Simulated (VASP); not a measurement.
Input of a VASP 6.6.1 run:

The input INCAR:

```
PREC = Accurate ; ENCUT = 520
EDIFF = 1E-6 ; ISMEAR = 0
SIGMA = 0.02 ; LREAL = Auto
LASPH = True ; NELM = 60
ALGO = Normal ; ISIF = 2
LWAVE = False ; LCHARG = True
GGA = PS ; LELF = True
LVHAR = True ; NBANDS = 83
```

Contents of KPOINTS:

```
Automatic mesh
0
Gamma
  2 2 2
  0.5 0.5 0.5
```

File POSCAR:

```
Si
1.0
   -5.4338342764      5.4338342764     -5.4338342764
    5.4338342764     -5.4338342764     -5.4338342764
   -5.4338342764     -5.4338342764      5.4338342764
Si
31
Direct
    0.5000000000      0.0000000000      0.2352442280
    0.2515349861      1.0000000000      0.4997697926
    0.9997697926      1.0000000000      0.7515349861
    0.7484650139      0.7482348065      0.2484650139
    0.7352442280      1.0000000000      1.0000000000
    0.5000000000      0.7515349861      0.4997697926
    0.2647557720      0.7647557720      0.7647557720
    0.0002302074      0.5002302074      0.2517651935
    0.9997697926      0.7515349861      1.0000000000
    0.7517651935      0.5002302074      0.5002302074
    0.5000000000      0.4997697926      0.7515349861
    0.2482348065      0.2484650139      0.2484650139
    0.2515349861      0.4997697926      0.0000000000
    1.0002302074      0.2517651935      0.5002302074
    0.7484650139      0.2484650139      0.7482348065
    0.5000000000      0.2352442280      0.0000000000
    0.7467392674      0.2467392674      0.4942834361
    0.5000000000      0.2475441687      0.7532607326
    0.2532607326      0.2475441687      0.0000000000
    0.0000000000      0.0000000000      0.5000000000
   -0.0057165639      0.2467392674      0.2467392674
    0.7475441687      0.0000000000      0.7532607326
    0.2524558313      0.7524558313      0.5057165639
    0.2532607326      0.0000000000      0.2475441687
    0.0057165639      0.7524558313      0.7524558313
    0.7475441687      0.7532607326      0.0000000000
    0.5000000000      0.5000000000      0.5000000000
    0.5000000000      0.7532607326      0.2475441687
    0.2524558313      0.5057165639      0.7524558313
    0.0000000000      0.5000000000      0.0000000000
    0.7467392674      0.4942834361      0.2467392674
```

Potentials or basis: VASP PAW PBE potentials, release 64 (Si).

Run with:

```console
$ cat potpaw_PBE.64/Si/POTCAR > POTCAR
$ mpirun -np 1 vasp_std > vasp.out
```

(1) What does it give for the band gap on the k mesh?

(2) What does it give for the pressure?

(3) What does it give for the largest force?

## Answers

(1) zero (band 62 reaches 5.87 eV, above the bottom of band 63 at 5.70 eV).

(2) -1.5 GPa.

(3) 0.029 eV/Å.

Caveat: the k points lie up to 0.41 Å⁻¹ apart; the PAW data sets were made with another functional, which shifts forces and pressure a little.
